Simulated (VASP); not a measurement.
# TePb (Pm-3m) in VASP: notebook

Aim: see how the results for TePb move with the level of theory and the settings. Levels: PBE, BLYP+D3(BJ), revPBE+D3(BJ). Tasks: single point, relaxation of cell and atoms.

All numbers are computed with VASP 6.6.1; they aren't measurements. Logs are shortened: lines on timing, memory, paths and dates and some standing lists are left out, and cuts for length are marked.

## (1) The cell of the first run

It takes space group Pm-3m (No. 221, cubic). The conventional cell has a = 4.002 Å, b = 4.002 Å, c = 4.002 Å, α = 90.00°, β = 90.00°, γ = 90.00°. Pb (site symmetry m-3m) has 8 Te at 3.47 Å and 6 Pb at 4.00 Å within 4.6 Å. Within 4.6 Å of Te (site symmetry m-3m) lie 8 Pb at 3.47 Å and 6 Te at 4.00 Å.

## (2) Single point, PBE

File INCAR:

```
PREC = Accurate
ENCUT = 520
EDIFF = 1E-6
ISMEAR = 0
SIGMA = 0.011
LREAL = F
LASPH = T
NELM = 100
ALGO = Normal
ISIF = 2
LWAVE = F
LCHARG = F
GGA = PE
NBANDS = 17
```

File KPOINTS:

```
Automatic mesh
0
Gamma
  7 7 7
```

File POSCAR:

```
TePb
1.0
    4.0022870000      0.0000000000      0.0000000000
    0.0000000000      4.0022870000      0.0000000000
    0.0000000000      0.0000000000      4.0022870000
Pb Te
1 1
Direct
    0.0000000000      0.0000000000      0.0000000000
    0.5000000000      0.5000000000      0.5000000000
```

Potentials or basis: VASP PAW PBE potentials, release 64 (Pb_d, Te).

Run with:

```sh
$ cat potpaw_PBE.64/Pb_d/POTCAR potpaw_PBE.64/Te/POTCAR > POTCAR
$ mpirun -np 1 vasp_std > vasp.out
```

OUTCAR:

```text
PREC = Accurate
   ENCUT = 520
   EDIFF = 1E-6
   ISMEAR = 0
   LREAL = F
   LASPH = T
   NELM = 100
   ISIF = 2
   GGA = PE

 ion  position               nearest neighbor table
   1  0.000  0.000  0.000-   2 3.47   2 3.47   2 3.47   2 3.47   2 3.47   2 3.47   2 3.47   2 3.47

   2  0.500  0.500  0.500-   1 3.47   1 3.47   1 3.47   1 3.47   1 3.47   1 3.47   1 3.47   1 3.47

  LATTYP: Found a simple cubic cell.
 ALAT       =     4.0022870000

  Lattice vectors:

 A1 = (   4.0022870000,   0.0000000000,   0.0000000000)
 A2 = (   0.0000000000,   4.0022870000,   0.0000000000)
 A3 = (   0.0000000000,   0.0000000000,   4.0022870000)

Analysis of symmetry for initial positions (statically):
=====================================================================
 Subroutine PRICEL returns:
 Original cell was already a primitive cell.

 Routine SETGRP: Setting up the symmetry group for a
 simple cubic supercell.

 Subroutine GETGRP returns: Found 48 space group operations
 (whereof 48 operations were pure point group operations)
 out of a pool of 48 trial point group operations.

The static configuration has the point symmetry O_h .

Analysis of symmetry for dynamics (positions and initial velocities):
=====================================================================
 Subroutine PRICEL returns:
 Original cell was already a primitive cell.

 Routine SETGRP: Setting up the symmetry group for a
 simple cubic supercell.

 Subroutine GETGRP returns: Found 48 space group operations
 (whereof 48 operations were pure point group operations)
 out of a pool of 48 trial point group operations.

The dynamic configuration has the point symmetry O_h .

 Subroutine INISYM returns: Found 48 space group operations
 (whereof 48 operations are pure point group operations),
 and found     1 'primitive' translations

----------------------------------------------------------------------------------------

                                     Primitive cell

  volume of cell :      64.1098

  direct lattice vectors                    reciprocal lattice vectors
     4.002287000  0.000000000  0.000000000     0.249857144  0.000000000  0.000000000
     0.000000000  4.002287000  0.000000000     0.000000000  0.249857144  0.000000000
     0.000000000  0.000000000  4.002287000     0.000000000  0.000000000  0.249857144

  length of vectors
     4.002287000  4.002287000  4.002287000     0.249857144  0.249857144  0.249857144

  position of ions in fractional coordinates (direct lattice)
     0.000000000  0.000000000  0.000000000
     0.500000000  0.500000000  0.500000000

  ion indices of the primitive-cell ions
   primitive index   ion index
                 1           1
                 2           2

----------------------------------------------------------------------------------------

 KPOINTS: Automatic mesh

Automatic generation of k-mesh.
 Grid dimensions read from file:
 generate k-points for:    7    7    7

 Generating k-lattice:

  Cartesian coordinates                     Fractional coordinates (reciprocal lattice)
     0.035693878  0.000000000  0.000000000     0.142857143  0.000000000  0.000000000
     0.000000000  0.035693878  0.000000000     0.000000000  0.142857143  0.000000000
     0.000000000  0.000000000  0.035693878     0.000000000  0.000000000  0.142857143

  Length of vectors
     0.035693878  0.035693878  0.035693878

  Shift w.r.t. Gamma in fractional coordinates (k-lattice)
     0.000000000  0.000000000  0.000000000

 Subroutine IBZKPT returns following result:
 ===========================================

 Found     20 irreducible k-points:

 Following reciprocal coordinates:
            Coordinates               Weight
  0.000000  0.000000  0.000000      1.000000
  0.142857  0.000000  0.000000      6.000000
  0.285714  0.000000  0.000000      6.000000
  0.428571  0.000000  0.000000      6.000000
  0.142857  0.142857  0.000000     12.000000
  0.285714  0.142857  0.000000     24.000000
[... 12 lines left out ...]
  0.428571  0.428571  0.285714     24.000000
  0.428571  0.428571  0.428571      8.000000
   k-points           NKPTS =     20   k-points in BZ     NKDIM =     20   number of bands    NBANDS=     17
   number of dos      NEDOS =    301   number of ions     NIONS =      2
   total plane-waves  NPLWV =  27000
   dimension x,y,z NGX =    30 NGY =   30 NGZ =   30
   dimension x,y,z NGXF=    60 NGYF=   60 NGZF=   60
   ions per type =               1   1
   NGX,Y,Z   is equivalent  to a cutoff of  12.46, 12.46, 12.46 a.u.
   NGXF,Y,Z  is equivalent  to a cutoff of  24.92, 24.92, 24.92 a.u.
 SYSTEM =  unknown system
   PREC   = accura    normal or accurate (medium, high low for compatibility)
   ISTART =      0    job   : 0-new  1-cont  2-samecut
   ICHARG =      2    charge: 1-file 2-atom 10-const
   ISPIN  =      1    spin polarized calculation?
   LNONCOLLINEAR =      F non collinear calculations
   LSORBIT =      F    spin-orbit coupling
   LASPH  =      T    aspherical Exc in radial PAW
   ENCUT  =  520.0 eV  38.22 Ry    6.18 a.u.   7.44  7.44  7.44*2*pi/ulx,y,z
   NELM   =    100;   NELMIN=  2; NELMDL= -5     # of ELM steps
   EDIFF  = 0.1E-05   stopping-criterion for ELM
   LREAL  =      F    real-space projection
   EDIFFG = 0.1E-04   stopping-criterion for IOM
   NSW    =      0    number of steps for IOM
   IBRION =     -1    ionic relax: 0-MD 1-quasi-New 2-CG
   NFREE  =      0    steps in history (QN), initial steepest desc. (CG)
   ISIF   =      2    stress and relaxation
   ISYM   =      2    0-nonsym 1-usesym 2-fastsym
   POTIM  = 0.5000    time-step for ionic-motion
   TEBEG  =    0.0;   TEEND  =   0.0 temperature during run
   PSTRESS=    0.0 pullay stress
   NELECT =      20.0000    total number of electrons
   NUPDOWN=      -1.0000    fix difference up-down
   EMIN   =  10.00;   EMAX   =-10.00  energy-range for DOS
   EFERMI =   0.00;   METHOD = LEGACY
   ISMEAR =     0;   SIGMA  =   0.01  broadening in eV -4-tet -1-fermi 0-gaus
   EFERMI_NEDOS =   21; number of points for ismear=-14 and -15
   IALGO  =     38    algorithm
   IMIX   =      4    mixing-type and parameters
     AMIX     =   0.40;   BMIX     =  1.00
     AMIX_MAG =   1.60;   BMIX_MAG =  1.00
  volume/ion in A,a.u.               =      32.05       216.32
  Fermi-wavevector in a.u.,A,eV,Ry     =   1.110307  2.098177 16.773027  1.232783
  Thomas-Fermi vector in A             =   2.246857
   LORBIT       =      0    0 simple, 1 ext, 2 COOP (PROOUT), +10 PAW based schemes
   GGA     = PE    functional components
   LHFCALC =     F    Hartree Fock is set to
   AEXX    =    0.0000 exact exchange contribution
   IVDW    =     0    specifies the selected vdW correction
   LEPSILON=     F    determine dielectric tensor
   LRPA    =     F    only Hartree local field effects (RPA)
 non-spin polarized calculation
 Gauss-broadening in eV      SIGMA  =   0.01
  energy-cutoff  :      520.00
  volume of cell :       64.11
 maximum number of plane-waves:      1751
 NGX is ok and might be reduce to    30
   NGX = 15   NGY = 15   NGZ = 15

 number of electron      20.0000009 magnetization

 Free energy of the ion-electron system (eV)
  ---------------------------------------------------
  ext. energy  EPLUGINS =         0.00000000
  ---------------------------------------------------
  free energy    TOTEN  =        -7.05146255 eV

  energy without entropy =       -7.05068993  energy(sigma->0) =       -7.05107624

 E-fermi :   6.4032     XC(G=0):  -9.6811

 val. band max:        6.4015750567   @ k =   0.4286   0.2857   0.0000
 cond. band min:       6.4083661181   @ k =   0.4286   0.4286   0.2857
 fundamental gap:      0.0067910614
 Fermi energy:         6.4031704804

 k-point     1 :       0.0000    0.0000    0.0000
  band No.  band energies     occupation
      1     -10.7900      2.00000
      2     -10.7900      2.00000
      3     -10.7067      2.00000
      4     -10.7067      2.00000
      5     -10.7067      2.00000
      6      -5.7650      2.00000
[... 9 lines left out ...]
     16      16.3467      0.00000
     17      17.4114      0.00000

 k-point     2 :       0.1429    0.0000    0.0000
  band No.  band energies     occupation
      1     -10.7894      2.00000
      2     -10.7770      2.00000
      3     -10.7115      2.00000
      4     -10.7115      2.00000
      5     -10.7064      2.00000
      6      -5.6028      2.00000
[... 9 lines left out ...]
     16      16.4266      0.00000
     17      16.7873      0.00000

 k-point     3 :       0.2857    0.0000    0.0000
  band No.  band energies     occupation
      1     -10.7879      2.00000
      2     -10.7479      2.00000
      3     -10.7222      2.00000
      4     -10.7222      2.00000
      5     -10.7057      2.00000
      6      -5.1423      2.00000
[... 9 lines left out ...]
     16      14.6947      0.00000
     17      16.9731      0.00000

 k-point     4 :       0.4286    0.0000    0.0000
  band No.  band energies     occupation
      1     -10.7867      2.00000
      2     -10.7306      2.00000
      3     -10.7306      2.00000
      4     -10.7246      2.00000
      5     -10.7050      2.00000
      6      -4.5491      2.00000
[... 9 lines left out ...]
     16      16.9783      0.00000
     17      17.8165      0.00000

 k-point     5 :       0.1429    0.1429    0.0000
  band No.  band energies     occupation
      1     -10.7826      2.00000
      2     -10.7700      2.00000
      3     -10.7170      2.00000
      4     -10.7116      2.00000
      5     -10.7105      2.00000
      6      -5.4427      2.00000
[... 9 lines left out ...]
     16      15.3520      0.00000
     17      15.8600      0.00000

 k-point     6 :       0.2857    0.1429    0.0000
  band No.  band energies     occupation
      1     -10.7789      2.00000
      2     -10.7428      2.00000
      3     -10.7293      2.00000
      4     -10.7214      2.00000
      5     -10.7099      2.00000
      6      -4.9917      2.00000
[... 9 lines left out ...]
     16      14.8494      0.00000
     17      15.6051      0.00000

 k-point     7 :       0.4286    0.1429    0.0000
  band No.  band energies     occupation
      1     -10.7774      2.00000
      2     -10.7391      2.00000
      3     -10.7297      2.00000
      4     -10.7196      2.00000
      5     -10.7092      2.00000
      6      -4.4233      2.00000
[... 9 lines left out ...]
     16      16.0924      0.00000
     17      16.3049      0.00000

 k-point     8 :       0.2857    0.2857    0.0000
  band No.  band energies     occupation
      1     -10.7666      2.00000
      2     -10.7452      2.00000
      3     -10.7237      2.00000
      4     -10.7206      2.00000
      5     -10.7189      2.00000
      6      -4.5792      2.00000
[... 9 lines left out ...]
     16      14.6826      0.00000
     17      15.1508      0.00000
[... 123 lines left out ...]
      1     -10.7559      2.00000
      2     -10.7486      2.00000
      3     -10.7343      2.00000
      4     -10.7239      2.00000
      5     -10.7021      2.00000
      6      -4.0033      2.00000
[... 9 lines left out ...]
     16      15.0322      0.00000
     17      16.5950      0.00000

 k-point    16 :       0.4286    0.4286    0.1429
  band No.  band energies     occupation
      1     -10.7697      2.00000
      2     -10.7402      2.00000
      3     -10.7322      2.00000
      4     -10.7318      2.00000
      5     -10.6848      2.00000
      6      -3.7114      2.00000
[... 9 lines left out ...]
     16      15.3781      0.00000
     17      16.2130      0.00000

 k-point    17 :       0.2857    0.2857    0.2857
  band No.  band energies     occupation
      1     -10.7440      2.00000
      2     -10.7373      2.00000
      3     -10.7373      2.00000
      4     -10.7219      2.00000
      5     -10.7219      2.00000
      6      -4.1117      2.00000
[... 9 lines left out ...]
     16      15.3022      0.00000
     17      17.6058      0.00000

 k-point    18 :       0.4286    0.2857    0.2857
  band No.  band energies     occupation
      1     -10.7534      2.00000
      2     -10.7473      2.00000
      3     -10.7362      2.00000
      4     -10.7212      2.00000
      5     -10.6974      2.00000
      6      -3.7602      2.00000
[... 9 lines left out ...]
     16      15.9410      0.00000
     17      18.2373      0.00000

 k-point    19 :       0.4286    0.4286    0.2857
  band No.  band energies     occupation
      1     -10.7630      2.00000
      2     -10.7463      2.00000
      3     -10.7457      2.00000
      4     -10.7088      2.00000
      5     -10.6841      2.00000
      6      -3.5349      2.00000
[... 9 lines left out ...]
     16      17.4623      0.00000
     17      18.6435      0.00000

 k-point    20 :       0.4286    0.4286    0.4286
  band No.  band energies     occupation
      1     -10.7585      2.00000
      2     -10.7567      2.00000
      3     -10.7567      2.00000
      4     -10.6836      2.00000
      5     -10.6836      2.00000
      6      -3.3771      2.00000
[... 9 lines left out ...]
     16      18.8154      0.00000
     17      20.8030      0.00000

------------------------ aborting loop because EDIFF is reached ----------------------------------------

  FORCE on cell =-STRESS in cart. coord.  units (eV):
  Direction    XX          YY          ZZ          XY          YZ          ZX
  --------------------------------------------------------------------------------------
  -------------------------------------------------------------------------------------
  Total        0.0269111      0.0269111      0.0269111     -0.0000000     -0.0000000      0.0000000
  in kB        0.6725380      0.6725380      0.6725380     -0.0000000     -0.0000000      0.0000000
  external PRESSURE =       0.6725380 kB  Pullay stress =       0.0000000 kB

 VOLUME and BASIS-vectors are now :
 -----------------------------------------------------------------------------
  energy-cutoff  :      520.00
  volume of cell :       64.11
      direct lattice vectors                 reciprocal lattice vectors
     4.002287000  0.000000000  0.000000000     0.249857144  0.000000000  0.000000000
     0.000000000  4.002287000  0.000000000     0.000000000  0.249857144  0.000000000
     0.000000000  0.000000000  4.002287000     0.000000000  0.000000000  0.249857144

 POSITION                                       TOTAL-FORCE (eV/Angst)
 -----------------------------------------------------------------------------------
      0.00000      0.00000      0.00000         0.000000      0.000000      0.000000
      2.00114      2.00114      2.00114         0.000000      0.000000      0.000000
 -----------------------------------------------------------------------------------
    total drift:                               -0.000000     -0.000000     -0.000000

  FREE ENERGIE OF THE ION-ELECTRON SYSTEM (eV)
  ---------------------------------------------------
  free  energy   TOTEN  =        -7.0514625486 eV

  energy  without entropy=       -7.0506899305  energy(sigma->0) =       -7.05107624
```

Wall time 37 s (1 thread of AMD EPYC, shared host); peak memory 0.15 GiB.

Results:

* Free energy: -7.0515 eV
* Pressure: 0.1 GPa
* Band gap on the k mesh: zero (band 10 reaches 6.58 eV, above the bottom of band 11 at 5.77 eV)

Caveat: spin-orbit coupling is left out, which moves the levels of the heavy elements.

## (3) Single point, PBE

File INCAR:

```
  PREC = Accurate
  ENCUT = 520
  EDIFF = 1E-6
  ISMEAR = 0
  SIGMA = 0.02
  LREAL = F
  LASPH = T
  NELM = 80
  ALGO = Normal
  ISIF = 2
  LWAVE = F
  LCHARG = F
  GGA = PE
  NBANDS = 17
```

KPOINTS is that of step 2.

POSCAR is that of step 2.

Potentials or basis: VASP PAW PBE potentials, release 64 (Pb_d, Te).

Run with:

```sh
$ cat potpaw_PBE.64/Pb_d/POTCAR potpaw_PBE.64/Te/POTCAR > POTCAR
$ mpirun -np 1 vasp_std > vasp.out
```

Run time: 36 s. Hardware: 1 thread of AMD EPYC, shared host; peak memory 0.14 GiB.

The run converged. Its results:

```
Free energy            : -7.0521 eV
Pressure               : 0.0 GPa
Band gap on the k mesh : zero (band 10 reaches 6.57 eV, above the bottom of band 11 at 5.77 eV)
```

Levels at points of the mesh, in eV from the Fermi level:
```tsv
k point	band 8	band 9	band 10	band 11	band 12	band 13
(0.00, 0.00, 0.00)	-1.57	-1.57	-1.57	4.00	4.00	5.22
```

Caveat: spin-orbit coupling is left out, which moves the levels of the heavy elements.

[end of part 1 of 2]
